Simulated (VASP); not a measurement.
# Ge2N (P-3m1) in VASP: a series of runs

Runs on Ge2N. Level: PBE. Tasks: single point, relaxation of cell and atoms.

Program: VASP 6.6.1. These are calculated values, not measurements. Logs are shortened: lines on timing, memory, paths and dates and some standing lists are left out, and cuts for length are marked.

## (1) The cell of the first run

It takes space group P-3m1 (No. 164, trigonal). Conventional cell: a = 2.987 Å, b = 2.987 Å, c = 5.984 Å, α = 90.00°, β = 90.00°, γ = 120.00°. Within 3.0 Å of Ge (site symmetry 3m) lie 3 N at 2.21 Å and 6 Ge at 2.99 Å. Within 3.0 Å of N (site symmetry -3m) lie 6 Ge at 2.21 Å and 6 N at 2.99 Å.

The cell was built from a structure type or drawn by symmetry, and may not be a known phase.

## (2) Single point, PBE

Input file INCAR:

```
PREC = Accurate
ENCUT = 520
EDIFF = 1E-6
ISMEAR = 0
SIGMA = 0.1
LREAL = False
LASPH = True
NELM = 100
ALGO = Normal
ISIF = 2
LWAVE = False
LCHARG = False
GGA = PE
NBANDS = 24
```

Input file KPOINTS:

```
Automatic mesh
0
Gamma
  18 18 8
```

Input file POSCAR:

```
Ge2N
1.0
    2.9872225575      0.0000000000      0.0000000000
   -1.4936112788      2.5870106216      0.0000000000
    0.0000000000      0.0000000000      5.9836954357
Ge N
2 1
Direct
    0.3333333333      0.6666666667      0.2316863718
    0.6666666667      0.3333333333      0.7683136282
    0.0000000000      0.0000000000      0.0000000000
```

Potentials or basis: VASP PAW PBE potentials, release 64 (Ge_d, N).

The run is started by

```bash
$ cat potpaw_PBE.64/Ge_d/POTCAR potpaw_PBE.64/N/POTCAR > POTCAR
$ mpirun -np 1 vasp_std > vasp.out
```

OUTCAR:

```text
PREC = Accurate
   ENCUT = 520
   EDIFF = 1E-6
   ISMEAR = 0
   LREAL = False
   LASPH = True
   NELM = 100
   ISIF = 2
   GGA = PE

 ion  position               nearest neighbor table
   1  0.333  0.667  0.232-   3 2.21   3 2.21   3 2.21
   2  0.667  0.333  0.768-   3 2.21   3 2.21   3 2.21
   3  0.000  0.000  0.000-   1 2.21   2 2.21   2 2.21   1 2.21   2 2.21   1 2.21

  LATTYP: Found a hexagonal cell.
 ALAT       =     2.9872225575
 C/A-ratio  =     2.0030966292

  Lattice vectors:

 A1 = (   2.9872225575,   0.0000000000,   0.0000000000)
 A2 = (  -1.4936112788,   2.5870106216,   0.0000000000)
 A3 = (   0.0000000000,   0.0000000000,   5.9836954357)

Analysis of symmetry for initial positions (statically):
=====================================================================
 Subroutine PRICEL returns:
 Original cell was already a primitive cell.

 Routine SETGRP: Setting up the symmetry group for a
 hexagonal supercell.

 Subroutine GETGRP returns: Found 12 space group operations
 (whereof 12 operations were pure point group operations)
 out of a pool of 24 trial point group operations.

The static configuration has the point symmetry D_3d.

Analysis of symmetry for dynamics (positions and initial velocities):
=====================================================================
 Subroutine PRICEL returns:
 Original cell was already a primitive cell.

 Routine SETGRP: Setting up the symmetry group for a
 hexagonal supercell.

 Subroutine GETGRP returns: Found 12 space group operations
 (whereof 12 operations were pure point group operations)
 out of a pool of 24 trial point group operations.

The dynamic configuration has the point symmetry D_3d.

 Subroutine INISYM returns: Found 12 space group operations
 (whereof 12 operations are pure point group operations),
 and found     1 'primitive' translations

----------------------------------------------------------------------------------------

                                     Primitive cell

  volume of cell :      46.2419

  direct lattice vectors                    reciprocal lattice vectors
     2.987222557  0.000000000  0.000000000     0.334759122  0.193273269  0.000000000
    -1.493611279  2.587010622  0.000000000     0.000000000  0.386546538  0.000000000
     0.000000000  0.000000000  5.983695436     0.000000000  0.000000000  0.167120805

  length of vectors
     2.987222557  2.987222558  5.983695436     0.386546538  0.386546538  0.167120805

  position of ions in fractional coordinates (direct lattice)
     0.333333333  0.666666667  0.231686372
     0.666666667  0.333333333  0.768313628
     0.000000000  0.000000000  0.000000000

  ion indices of the primitive-cell ions
   primitive index   ion index
                 1           1
                 2           2
                 3           3

----------------------------------------------------------------------------------------

 KPOINTS: Automatic mesh

Automatic generation of k-mesh.
 Grid dimensions read from file:
 generate k-points for:   18   18    8

 Generating k-lattice:

  Cartesian coordinates                     Fractional coordinates (reciprocal lattice)
     0.018597729  0.010737404  0.000000000     0.055555556  0.000000000  0.000000000
     0.000000000  0.021474808  0.000000000     0.000000000  0.055555556  0.000000000
     0.000000000  0.000000000  0.020890101     0.000000000  0.000000000  0.125000000

  Length of vectors
     0.021474808  0.021474808  0.020890101

  Shift w.r.t. Gamma in fractional coordinates (k-lattice)
     0.000000000  0.000000000  0.000000000

 Subroutine IBZKPT returns following result:
 ===========================================

 Found    266 irreducible k-points:

 Following reciprocal coordinates:
            Coordinates               Weight
  0.000000  0.000000  0.000000      1.000000
  0.055556  0.000000  0.000000      6.000000
  0.111111  0.000000  0.000000      6.000000
  0.166667  0.000000  0.000000      6.000000
  0.222222  0.000000  0.000000      6.000000
  0.277778  0.000000  0.000000      6.000000
[... 16 lines left out ...]
  0.333333  0.111111  0.000000     12.000000
  0.388889  0.111111  0.000000     12.000000
 [... further k-points ...]
   k-points           NKPTS =    266   k-points in BZ     NKDIM =    266   number of bands    NBANDS=     24
   number of dos      NEDOS =    301   number of ions     NIONS =      3
   total plane-waves  NPLWV =  27648
   dimension x,y,z NGX =    24 NGY =   24 NGZ =   48
   dimension x,y,z NGXF=    48 NGYF=   48 NGZF=   96
   ions per type =               2   1
   NGX,Y,Z   is equivalent  to a cutoff of  13.36, 13.36, 13.34 a.u.
   NGXF,Y,Z  is equivalent  to a cutoff of  26.71, 26.71, 26.67 a.u.
 SYSTEM =  unknown system
   PREC   = accura    normal or accurate (medium, high low for compatibility)
   ISTART =      0    job   : 0-new  1-cont  2-samecut
   ICHARG =      2    charge: 1-file 2-atom 10-const
   ISPIN  =      1    spin polarized calculation?
   LNONCOLLINEAR =      F non collinear calculations
   LSORBIT =      F    spin-orbit coupling
   LASPH  =      T    aspherical Exc in radial PAW
   ENCUT  =  520.0 eV  38.22 Ry    6.18 a.u.   5.55  5.55 11.13*2*pi/ulx,y,z
   NELM   =    100;   NELMIN=  2; NELMDL= -5     # of ELM steps
   EDIFF  = 0.1E-05   stopping-criterion for ELM
   LREAL  =      F    real-space projection
   EDIFFG = 0.1E-04   stopping-criterion for IOM
   NSW    =      0    number of steps for IOM
   IBRION =     -1    ionic relax: 0-MD 1-quasi-New 2-CG
   NFREE  =      0    steps in history (QN), initial steepest desc. (CG)
   ISIF   =      2    stress and relaxation
   ISYM   =      2    0-nonsym 1-usesym 2-fastsym
   POTIM  = 0.5000    time-step for ionic-motion
   TEBEG  =    0.0;   TEEND  =   0.0 temperature during run
   PSTRESS=    0.0 pullay stress
   NELECT =      33.0000    total number of electrons
   NUPDOWN=      -1.0000    fix difference up-down
   EMIN   =  10.00;   EMAX   =-10.00  energy-range for DOS
   EFERMI =   0.00;   METHOD = LEGACY
   ISMEAR =     0;   SIGMA  =   0.10  broadening in eV -4-tet -1-fermi 0-gaus
   EFERMI_NEDOS =   21; number of points for ismear=-14 and -15
   IALGO  =     38    algorithm
   IMIX   =      4    mixing-type and parameters
     AMIX     =   0.40;   BMIX     =  1.00
     AMIX_MAG =   1.60;   BMIX_MAG =  1.00
  volume/ion in A,a.u.               =      15.41       104.02
  Fermi-wavevector in a.u.,A,eV,Ry     =   1.462967  2.764606 29.120155  2.140271
  Thomas-Fermi vector in A             =   2.579117
   LORBIT       =      0    0 simple, 1 ext, 2 COOP (PROOUT), +10 PAW based schemes
   GGA     = PE    functional components
   LHFCALC =     F    Hartree Fock is set to
   AEXX    =    0.0000 exact exchange contribution
   IVDW    =     0    specifies the selected vdW correction
   LEPSILON=     F    determine dielectric tensor
   LRPA    =     F    only Hartree local field effects (RPA)
 non-spin polarized calculation
 Gauss-broadening in eV      SIGMA  =   0.10
  energy-cutoff  :      520.00
  volume of cell :       46.24
 maximum number of plane-waves:      1271
 NGX is ok and might be reduce to    24
   NGX = 11   NGY = 11   NGZ = 23

 number of electron      33.0000014 magnetization

 Free energy of the ion-electron system (eV)
  ---------------------------------------------------
  ext. energy  EPLUGINS =         0.00000000
  ---------------------------------------------------
  free energy    TOTEN  =       -15.85823420 eV

  energy without entropy =      -15.85521713  energy(sigma->0) =      -15.85672567

 E-fermi :   6.5454     XC(G=0): -11.1263

 val. band max:        6.5388110830   @ k =   0.3333   0.2778   0.3750
 cond. band min:       6.5786409043   @ k =   0.3889   0.0556   0.3750
 fundamental gap:      0.0398298213
 Fermi energy:         6.5453590856

 k-point     1 :       0.0000    0.0000    0.0000
  band No.  band energies     occupation
      1     -18.5320      2.00000
      2     -18.5320      2.00000
      3     -18.5309      2.00000
      4     -18.5257      2.00000
      5     -18.5257      2.00000
      6     -18.5203      2.00000
[... 16 lines left out ...]
     23      15.5578      0.00000
     24      18.8734      0.00000

 k-point     2 :       0.0556    0.0000    0.0000
  band No.  band energies     occupation
      1     -18.5333      2.00000
      2     -18.5293      2.00000
      3     -18.5293      2.00000
      4     -18.5260      2.00000
      5     -18.5231      2.00000
      6     -18.5186      2.00000
[... 16 lines left out ...]
     23      15.3235      0.00000
     24      18.8844      0.00000

 k-point     3 :       0.1111    0.0000    0.0000
  band No.  band energies     occupation
      1     -18.5370      2.00000
      2     -18.5303      2.00000
      3     -18.5218      2.00000
      4     -18.5215      2.00000
      5     -18.5155      2.00000
      6     -18.5134      2.00000
[... 16 lines left out ...]
     23      14.9996      0.00000
     24      18.2015      0.00000

 k-point     4 :       0.1667    0.0000    0.0000
  band No.  band energies     occupation
      1     -18.5432      2.00000
      2     -18.5343      2.00000
      3     -18.5133      2.00000
      4     -18.5097      2.00000
      5     -18.5069      2.00000
      6     -18.5039      2.00000
[... 16 lines left out ...]
     23      15.1972      0.00000
     24      17.1845      0.00000

 k-point     5 :       0.2222    0.0000    0.0000
  band No.  band energies     occupation
      1     -18.5514      2.00000
      2     -18.5396      2.00000
      3     -18.5084      2.00000
      4     -18.5033      2.00000
      5     -18.4960      2.00000
      6     -18.4897      2.00000
[... 451 lines left out ...]
 k-point    22 :       0.2778    0.1111    0.0000
  band No.  band energies     occupation
      1     -18.5628      2.00000
      2     -18.5413      2.00000
      3     -18.5261      2.00000
      4     -18.5046      2.00000
      5     -18.4914      2.00000
      6     -18.4821      2.00000
[... 16 lines left out ...]
     23      16.1207      0.00000
     24      17.4987      0.00000

 k-point    23 :       0.3333    0.1111    0.0000
  band No.  band energies     occupation
      1     -18.5702      2.00000
      2     -18.5448      2.00000
      3     -18.5336      2.00000
      4     -18.5067      2.00000
      5     -18.4932      2.00000
      6     -18.4741      2.00000
[... 16 lines left out ...]
     23      16.0209      0.00000
     24      17.5169      0.00000

 k-point    24 :       0.3889    0.1111    0.0000
  band No.  band energies     occupation
      1     -18.5753      2.00000
      2     -18.5470      2.00000
      3     -18.5383      2.00000
      4     -18.5081      2.00000
      5     -18.4961      2.00000
      6     -18.4691      2.00000
[... 16 lines left out ...]
     23      15.8664      0.00000
     24      17.3619      0.00000

 [... further k-points ...]

------------------------ aborting loop because EDIFF is reached ----------------------------------------

  FORCE on cell =-STRESS in cart. coord.  units (eV):
  Direction    XX          YY          ZZ          XY          YZ          ZX
  --------------------------------------------------------------------------------------
  -------------------------------------------------------------------------------------
  Total        0.0119300      0.0119300      0.0522084     -0.0000000      0.0000000      0.0000000
  in kB        0.4133479      0.4133479      1.8089059     -0.0000000      0.0000000      0.0000000
  external PRESSURE =       0.8785339 kB  Pullay stress =       0.0000000 kB

 VOLUME and BASIS-vectors are now :
 -----------------------------------------------------------------------------
  energy-cutoff  :      520.00
  volume of cell :       46.24
      direct lattice vectors                 reciprocal lattice vectors
     2.987222557  0.000000000  0.000000000     0.334759122  0.193273269  0.000000000
    -1.493611279  2.587010622  0.000000000     0.000000000  0.386546538  0.000000000
     0.000000000  0.000000000  5.983695436     0.000000000  0.000000000  0.167120805

 POSITION                                       TOTAL-FORCE (eV/Angst)
 -----------------------------------------------------------------------------------
     -0.00000      1.72467      1.38634        -0.000000      0.000000      0.034896
      1.49361      0.86234      4.59735         0.000000     -0.000000     -0.034896
      0.00000      0.00000      0.00000        -0.000000      0.000000      0.000000
 -----------------------------------------------------------------------------------
    total drift:                                0.000000     -0.000000      0.000000

  FREE ENERGIE OF THE ION-ELECTRON SYSTEM (eV)
  ---------------------------------------------------
  free  energy   TOTEN  =       -15.8582342025 eV

  energy  without entropy=      -15.8552171340  energy(sigma->0) =      -15.85672567
```

Run time: 3 min. Hardware: 1 thread of AMD EPYC 7R13 (Zen 3), shared host; peak memory 0.33 GiB.

What came out:

- Free energy: -15.8582 eV
- Pressure: 0.1 GPa
- Largest force: 0.035 eV/Å
- Band gap on the k mesh: zero (an odd number of electrons rules out a gap without spin polarisation)

Forces in eV/Å, atoms in the order of the input:
```
Ge   0.000  0.000  0.035
Ge   0.000  0.000 -0.035
N    0.000  0.000  0.000
```

Stress tensor (GPa, compression positive):
```
0.04 0.00 0.00
0.00 0.04 0.00
0.00 0.00 0.18
```

## (3) Single point, PBE

Input file INCAR:

```
SYSTEM = Ge2N
PREC = Accurate
ENCUT = 520
EDIFF = 1E-6
ISMEAR = 0
SIGMA = 0.1
LREAL = .FALSE.
LASPH = .TRUE.
NELM = 80
ALGO = Normal
ISIF = 2
LWAVE = .FALSE.
LCHARG = .FALSE.
GGA = PE
NBANDS = 24
```

Input file KPOINTS:

```
Automatic mesh
0
G
  18 18 8
  0 0 0
```

POSCAR is that of step 2.

Potentials or basis: VASP PAW PBE potentials, release 64 (Ge_d, N).

The run is started by

```bash
$ cat potpaw_PBE.64/Ge_d/POTCAR potpaw_PBE.64/N/POTCAR > POTCAR
$ mpirun -np 1 vasp_std > vasp.out
```

OUTCAR:

```text
SYSTEM = Ge2N
   PREC = Accurate
   ENCUT = 520
   EDIFF = 1E-6
   ISMEAR = 0
   LREAL = .FALSE.
   LASPH = .TRUE.
   NELM = 80
   ISIF = 2
   GGA = PE

 ion  position               nearest neighbor table
   1  0.333  0.667  0.232-   3 2.21   3 2.21   3 2.21
   2  0.667  0.333  0.768-   3 2.21   3 2.21   3 2.21
   3  0.000  0.000  0.000-   1 2.21   2 2.21   2 2.21   1 2.21   2 2.21   1 2.21

  LATTYP: Found a hexagonal cell.
 ALAT       =     2.9872225575
 C/A-ratio  =     2.0030966292

  Lattice vectors:

 A1 = (   2.9872225575,   0.0000000000,   0.0000000000)
 A2 = (  -1.4936112788,   2.5870106216,   0.0000000000)
 A3 = (   0.0000000000,   0.0000000000,   5.9836954357)

Analysis of symmetry for initial positions (statically):
=====================================================================
 Subroutine PRICEL returns:
 Original cell was already a primitive cell.

 Routine SETGRP: Setting up the symmetry group for a
 hexagonal supercell.

 Subroutine GETGRP returns: Found 12 space group operations
 (whereof 12 operations were pure point group operations)
 out of a pool of 24 trial point group operations.

The static configuration has the point symmetry D_3d.

Analysis of symmetry for dynamics (positions and initial velocities):
=====================================================================
 Subroutine PRICEL returns:
 Original cell was already a primitive cell.

 Routine SETGRP: Setting up the symmetry group for a
 hexagonal supercell.

 Subroutine GETGRP returns: Found 12 space group operations
 (whereof 12 operations were pure point group operations)
 out of a pool of 24 trial point group operations.

The dynamic configuration has the point symmetry D_3d.

 Subroutine INISYM returns: Found 12 space group operations
 (whereof 12 operations are pure point group operations),
 and found     1 'primitive' translations

[... 113 lines left out ...]
   IALGO  =     38    algorithm
   IMIX   =      4    mixing-type and parameters
     AMIX     =   0.40;   BMIX     =  1.00
     AMIX_MAG =   1.60;   BMIX_MAG =  1.00
  volume/ion in A,a.u.               =      15.41       104.02
  Fermi-wavevector in a.u.,A,eV,Ry     =   1.462967  2.764606 29.120155  2.140271
  Thomas-Fermi vector in A             =   2.579117
   LORBIT       =      0    0 simple, 1 ext, 2 COOP (PROOUT), +10 PAW based schemes
   GGA     = PE    functional components
   LHFCALC =     F    Hartree Fock is set to
   AEXX    =    0.0000 exact exchange contribution
   IVDW    =     0    specifies the selected vdW correction
   LEPSILON=     F    determine dielectric tensor
   LRPA    =     F    only Hartree local field effects (RPA)
 non-spin polarized calculation
 Gauss-broadening in eV      SIGMA  =   0.10
  energy-cutoff  :      520.00
  volume of cell :       46.24
 maximum number of plane-waves:      1271
 NGX is ok and might be reduce to    24
   NGX = 11   NGY = 11   NGZ = 23

 number of electron      33.0000014 magnetization

 Free energy of the ion-electron system (eV)
  ---------------------------------------------------
  ext. energy  EPLUGINS =         0.00000000
  ---------------------------------------------------
  free energy    TOTEN  =       -15.85823420 eV

  energy without entropy =      -15.85521713  energy(sigma->0) =      -15.85672567

 E-fermi :   6.5454     XC(G=0): -11.1263

 val. band max:        6.5388110830   @ k =   0.3333   0.2778   0.3750
 cond. band min:       6.5786409043   @ k =   0.3889   0.0556   0.3750
 fundamental gap:      0.0398298213
 Fermi energy:         6.5453590856

 k-point     1 :       0.0000    0.0000    0.0000
  band No.  band energies     occupation
      1     -18.5320      2.00000
      2     -18.5320      2.00000
      3     -18.5309      2.00000
      4     -18.5257      2.00000
      5     -18.5257      2.00000
      6     -18.5203      2.00000
[... 637 lines left out ...]
     23      15.8664      0.00000
     24      17.3619      0.00000

 [... further k-points ...]

------------------------ aborting loop because EDIFF is reached ----------------------------------------

  FORCE on cell =-STRESS in cart. coord.  units (eV):
  Direction    XX          YY          ZZ          XY          YZ          ZX
  --------------------------------------------------------------------------------------
  -------------------------------------------------------------------------------------
  Total        0.0119300      0.0119300      0.0522084     -0.0000000      0.0000000      0.0000000
  in kB        0.4133479      0.4133479      1.8089059     -0.0000000      0.0000000      0.0000000
  external PRESSURE =       0.8785339 kB  Pullay stress =       0.0000000 kB

 VOLUME and BASIS-vectors are now :
 -----------------------------------------------------------------------------
  energy-cutoff  :      520.00
  volume of cell :       46.24
      direct lattice vectors                 reciprocal lattice vectors
     2.987222557  0.000000000  0.000000000     0.334759122  0.193273269  0.000000000
    -1.493611279  2.587010622  0.000000000     0.000000000  0.386546538  0.000000000
     0.000000000  0.000000000  5.983695436     0.000000000  0.000000000  0.167120805

 POSITION                                       TOTAL-FORCE (eV/Angst)
 -----------------------------------------------------------------------------------
     -0.00000      1.72467      1.38634        -0.000000      0.000000      0.034896
      1.49361      0.86234      4.59735         0.000000     -0.000000     -0.034896
      0.00000      0.00000      0.00000        -0.000000      0.000000      0.000000
 -----------------------------------------------------------------------------------
    total drift:                                0.000000     -0.000000      0.000000

  FREE ENERGIE OF THE ION-ELECTRON SYSTEM (eV)
  ---------------------------------------------------
  free  energy   TOTEN  =       -15.8582342025 eV

  energy  without entropy=      -15.8552171340  energy(sigma->0) =      -15.85672567
```

stdout:

```text
POSCAR found type information on POSCAR GeN
 POSCAR found :  2 types and       3 ions
 scaLAPACK will be used
 LDA part: xc-table for (Slater+PW92), standard interpolation
 POSCAR, INCAR and KPOINTS ok, starting setup
 FFT: planning ... GRIDC
 FFT: planning ... GRID_SOFT
 FFT: planning ... GRID
 WAVECAR not read
 entering main loop
```

Wall time 3.1 min (1 thread of AMD EPYC 7R13 (Zen 3), shared host); peak memory 0.33 GiB.

What came out:

- Free energy: -15.8582 eV
- Pressure: 0.1 GPa
- Largest force: 0.035 eV/Å
- Band gap on the k mesh: zero (an odd number of electrons rules out a gap without spin polarisation)

Forces in eV/Å, atoms in the order of the input:
```
Ge   0.000  0.000  0.035
Ge   0.000  0.000 -0.035
N    0.000  0.000  0.000
```

Stress tensor (GPa, compression positive):
```
0.04 0.00 0.00
0.00 0.04 0.00
0.00 0.00 0.18
```

[end of part 1 of 2]
